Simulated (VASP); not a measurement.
# HfSi3 in VASP: notebook

HfSi3 is run at these levels: PBE; tasks: single point, relaxation of cell and atoms.

All numbers are computed with VASP 6.6.1; they aren't measurements. Logs are shortened: lines on timing, memory, paths and dates and some standing lists are left out, and cuts for length are marked.

**1. The cell of the first run**

It takes space group P4/mmm (No. 123, tetragonal). Conventional cell: a = 3.925 Å, b = 3.925 Å, c = 4.153 Å, α = 90.00°, β = 90.00°, γ = 90.00°. Hf (site symmetry 4/mmm) has 6 Si at 1.96 to 2.08 Å within 2.6 Å. Si (site symmetry mmm) has 2 Hf at 1.96 Å within 2.6 Å. Within 2.7 Å of Si (site symmetry 4/mmm) lie 2 Hf at 2.08 Å.

**2. Single point, PBE**

INCAR

```
PREC = Accurate ; ENCUT = 520
EDIFF = 1E-6 ; ISMEAR = 0
SIGMA = 0.1 ; LREAL = False
LASPH = True ; NELM = 60
ALGO = Normal ; ISIF = 2
LWAVE = False ; LCHARG = False
GGA = PE ; NBANDS = 19
```

KPOINTS

```
regular mesh
0
Gamma
  4 4 4
```

POSCAR

```
HfSi3
1.0
    3.9245813100      0.0000000000      0.0000000000
    0.0000000000      3.9245813100      0.0000000000
    0.0000000000      0.0000000000      4.1533190500
Hf Si
1 3
Direct
    0.5000000000      0.5000000000      0.5000000000
    0.0000000000      0.5000000000      0.5000000000
    0.5000000000      0.0000000000      0.5000000000
    0.5000000000      0.5000000000      0.0000000000
```

Potentials or basis: VASP PAW PBE potentials, release 64 (Hf_pv, Si).

Run with:

```
$ cat potpaw_PBE.64/Hf_pv/POTCAR potpaw_PBE.64/Si/POTCAR > POTCAR
$ mpirun -np 1 vasp_std > vasp.out
```

OUTCAR:

```text
PREC = Accurate
   ENCUT = 520
   EDIFF = 1E-6
   ISMEAR = 0
   LREAL = False
   LASPH = True
   NELM = 60
   ISIF = 2
   GGA = PE

 ion  position               nearest neighbor table
   1  0.500  0.500  0.500-   2 1.96   3 1.96   3 1.96   2 1.96   4 2.08   4 2.08
   2  0.000  0.500  0.500-   1 1.96   1 1.96   3 2.78   3 2.78   3 2.78   3 2.78   4 2.86   4 2.86
                             4 2.86   4 2.86
   3  0.500  0.000  0.500-   1 1.96   1 1.96   2 2.78   2 2.78   2 2.78   2 2.78   4 2.86   4 2.86
                             4 2.86   4 2.86
   4  0.500  0.500  0.000-   1 2.08   1 2.08   3 2.86   2 2.86   2 2.86   3 2.86   3 2.86   3 2.86
                             2 2.86   2 2.86

  LATTYP: Found a simple tetragonal cell.
 ALAT       =     3.9245813100
 C/A-ratio  =     1.0582833484

  Lattice vectors:

 A1 = (   3.9245813100,   0.0000000000,   0.0000000000)
 A2 = (   0.0000000000,   3.9245813100,   0.0000000000)
 A3 = (   0.0000000000,   0.0000000000,   4.1533190500)

Analysis of symmetry for initial positions (statically):
=====================================================================
 Subroutine PRICEL returns:
 Original cell was already a primitive cell.

 Routine SETGRP: Setting up the symmetry group for a
 simple tetragonal supercell.

 Subroutine GETGRP returns: Found 16 space group operations
 (whereof 16 operations were pure point group operations)
 out of a pool of 16 trial point group operations.

The static configuration has the point symmetry D_4h.

Analysis of symmetry for dynamics (positions and initial velocities):
=====================================================================
 Subroutine PRICEL returns:
 Original cell was already a primitive cell.

 Routine SETGRP: Setting up the symmetry group for a
 simple tetragonal supercell.

 Subroutine GETGRP returns: Found 16 space group operations
 (whereof 16 operations were pure point group operations)
 out of a pool of 16 trial point group operations.

The dynamic configuration has the point symmetry D_4h.

 Subroutine INISYM returns: Found 16 space group operations
 (whereof 16 operations are pure point group operations),
 and found     1 'primitive' translations

----------------------------------------------------------------------------------------

[... 87 lines left out ...]
   ENCUT  =  520.0 eV  38.22 Ry    6.18 a.u.   7.30  7.30  7.72*2*pi/ulx,y,z
   NELM   =     60;   NELMIN=  2; NELMDL= -5     # of ELM steps
   EDIFF  = 0.1E-05   stopping-criterion for ELM
   LREAL  =      F    real-space projection
   EDIFFG = 0.1E-04   stopping-criterion for IOM
   NSW    =      0    number of steps for IOM
   IBRION =     -1    ionic relax: 0-MD 1-quasi-New 2-CG
   NFREE  =      0    steps in history (QN), initial steepest desc. (CG)
   ISIF   =      2    stress and relaxation
   ISYM   =      2    0-nonsym 1-usesym 2-fastsym
   POTIM  = 0.5000    time-step for ionic-motion
   TEBEG  =    0.0;   TEEND  =   0.0 temperature during run
   PSTRESS=    0.0 pullay stress
   NELECT =      22.0000    total number of electrons
   NUPDOWN=      -1.0000    fix difference up-down
   EMIN   =  10.00;   EMAX   =-10.00  energy-range for DOS
   EFERMI =   0.00;   METHOD = LEGACY
   ISMEAR =     0;   SIGMA  =   0.10  broadening in eV -4-tet -1-fermi 0-gaus
   EFERMI_NEDOS =   21; number of points for ismear=-14 and -15
   IALGO  =     38    algorithm
   IMIX   =      4    mixing-type and parameters
     AMIX     =   0.40;   BMIX     =  1.00
     AMIX_MAG =   1.60;   BMIX_MAG =  1.00
  volume/ion in A,a.u.               =      15.99       107.92
  Fermi-wavevector in a.u.,A,eV,Ry     =   1.146978  2.167474 17.899259  1.315558
  Thomas-Fermi vector in A             =   2.283660
   LORBIT       =      0    0 simple, 1 ext, 2 COOP (PROOUT), +10 PAW based schemes
   GGA     = PE    functional components
   LHFCALC =     F    Hartree Fock is set to
   AEXX    =    0.0000 exact exchange contribution
   IVDW    =     0    specifies the selected vdW correction
   LEPSILON=     F    determine dielectric tensor
   LRPA    =     F    only Hartree local field effects (RPA)
 non-spin polarized calculation
 Gauss-broadening in eV      SIGMA  =   0.10
  energy-cutoff  :      520.00
  volume of cell :       63.97
 maximum number of plane-waves:      1744
 NGX is ok and might be reduce to    30
   NGX = 15   NGY = 15   NGZ = 15

 number of electron      21.9999997 magnetization

 Free energy of the ion-electron system (eV)
  ---------------------------------------------------
  ext. energy  EPLUGINS =         0.00000000
  ---------------------------------------------------
  free energy    TOTEN  =        -9.41417710 eV

  energy without entropy =       -9.40983780  energy(sigma->0) =       -9.41200745

 E-fermi :   7.1312     XC(G=0): -10.5701

 val. band max:        7.1138778551   @ k =   0.5000   0.0000   0.0000
 cond. band min:       7.2463006890   @ k =   0.0000   0.0000   0.2500
 fundamental gap:      0.1324228339
 Fermi energy:         7.1312043747

 k-point     1 :       0.0000    0.0000    0.0000
  band No.  band energies     occupation
      1     -22.1357      2.00000
      2     -22.1357      2.00000
      3     -21.6084      2.00000
      4      -4.2612      2.00000
      5       0.1764      2.00000
      6       0.2750      2.00000
[... 373 lines left out ...]
      6       1.6746      2.00000
[... 11 lines left out ...]
     18      15.7475      0.00000
     19      15.7570      0.00000

------------------------ aborting loop because EDIFF is reached ----------------------------------------

  FORCE on cell =-STRESS in cart. coord.  units (eV):
  Direction    XX          YY          ZZ          XY          YZ          ZX
  --------------------------------------------------------------------------------------
  -------------------------------------------------------------------------------------
  Total       43.7596912     43.7596912     30.5370240      0.0000000     -0.0000000      0.0000000
  in kB     1095.9806194   1095.9806194    764.8131321      0.0000000     -0.0000000      0.0000000
  external PRESSURE =     985.5914569 kB  Pullay stress =       0.0000000 kB

 VOLUME and BASIS-vectors are now :
 -----------------------------------------------------------------------------
  energy-cutoff  :      520.00
  volume of cell :       63.97
      direct lattice vectors                 reciprocal lattice vectors
     3.924581310  0.000000000  0.000000000     0.254804251  0.000000000  0.000000000
     0.000000000  3.924581310  0.000000000     0.000000000  0.254804251  0.000000000
     0.000000000  0.000000000  4.153319050     0.000000000  0.000000000  0.240771294

 POSITION                                       TOTAL-FORCE (eV/Angst)
 -----------------------------------------------------------------------------------
      1.96229      1.96229      2.07666         0.000000      0.000000      0.000000
      0.00000      1.96229      2.07666         0.000000      0.000000      0.000000
      1.96229      0.00000      2.07666         0.000000      0.000000      0.000000
      1.96229      1.96229      0.00000         0.000000      0.000000      0.000000
 -----------------------------------------------------------------------------------
    total drift:                                0.000000      0.000000     -0.000000

  FREE ENERGIE OF THE ION-ELECTRON SYSTEM (eV)
  ---------------------------------------------------
  free  energy   TOTEN  =        -9.4141771018 eV

  energy  without entropy=       -9.4098378008  energy(sigma->0) =       -9.41200745
```

Wall time 9.3 s (1 thread of Intel Xeon 6975P-C (Granite Rapids), shared host); peak memory 0.18 GiB.

Results:

* Free energy: -9.4142 eV
* Pressure: 98.6 GPa
* Band gap on the k mesh: zero (band 11 reaches 7.46 eV, above the bottom of band 12 at 5.20 eV)

Levels at points of the mesh, in eV from the Fermi level:
```csv
k point,band 9,band 10,band 11,band 12,band 13,band 14
"(0.00, 0.00, 0.00)",-1.02,-0.88,-0.62,-0.62,2.96,3.09
"(0.50, 0.00, 0.00)",-2.50,-0.37,-0.14,-0.02,0.66,2.58
"(0.50, 0.50, 0.00)",-3.02,-2.70,-2.11,1.68,1.68,3.25
"(0.00, 0.00, 0.50)",-2.69,-0.75,0.33,0.33,0.50,2.15
"(0.50, 0.00, 0.50)",-2.94,-2.43,-2.12,1.96,1.98,4.33
"(0.50, 0.50, 0.50)",-4.54,-3.81,-2.03,-1.93,1.63,6.55
```

Caveat: the k points lie up to 0.40 Å⁻¹ apart; spin-orbit coupling is left out, which moves the levels of the heavy elements.

**3. Single point, PBE**

This run uses another cell than the first one, of 33.20 Å³/atom, 2.076 times its volume.

INCAR

```
ALGO = Normal
EDIFF = 1E-7
ENCUT = 520
GGA = PE
ISIF = 2
ISMEAR = 0
LASPH = T
LCHARG = F
LREAL = F
LWAVE = F
NBANDS = 19
NELM = 100
PREC = Accurate
SIGMA = 0.1
```

KPOINTS

```
k-points
0
Gamma
  4 4 4
```

POSCAR

```
HfSi3
1.0
    5.1022107172      0.0000000000      0.0000000000
    0.0000000000      5.1022107172      0.0000000000
    0.0000000000      0.0000000000      5.1013996108
Hf Si
1 3
Direct
    0.5000000000      0.5000000000      0.5000000000
    0.0000000000      0.5000000000      0.5000000000
    0.5000000000      0.0000000000      0.5000000000
    0.5000000000      0.5000000000      0.0000000000
```

Potentials or basis: VASP PAW PBE potentials, release 64 (Hf_pv, Si).

Run with:

```
$ cat potpaw_PBE.64/Hf_pv/POTCAR potpaw_PBE.64/Si/POTCAR > POTCAR
$ mpirun -np 1 vasp_std > vasp.out
```

Run time: 24 s. Hardware: 1 thread of Intel Xeon 6975P-C (Granite Rapids), shared host; peak memory 0.25 GiB.

It converged, with:

- Free energy: -22.1894 eV
- Pressure: 0.2 GPa
- Band gap on the k mesh: zero (band 11 reaches 2.70 eV, above the bottom of band 12 at 0.17 eV)

Levels at points of the mesh, in eV from the Fermi level:
```csv
k point,band 9,band 10,band 11,band 12,band 13,band 14
"(0.00, 0.00, 0.00)",-0.79,1.77,1.77,1.77,2.27,2.27
"(0.50, 0.00, 0.00)",-0.25,-0.17,-0.17,0.93,1.41,1.85
"(0.50, 0.50, 0.00)",-0.79,-0.15,-0.15,0.77,1.28,1.28
"(0.00, 0.00, 0.50)",-0.25,-0.17,-0.17,0.93,1.41,1.85
"(0.50, 0.00, 0.50)",-0.79,-0.15,-0.15,0.77,1.28,1.28
"(0.50, 0.50, 0.50)",-1.75,-1.75,-0.76,-0.76,4.22,4.28
```

Caveat: spin-orbit coupling is left out, which moves the levels of the heavy elements.

[end of part 1 of 2]
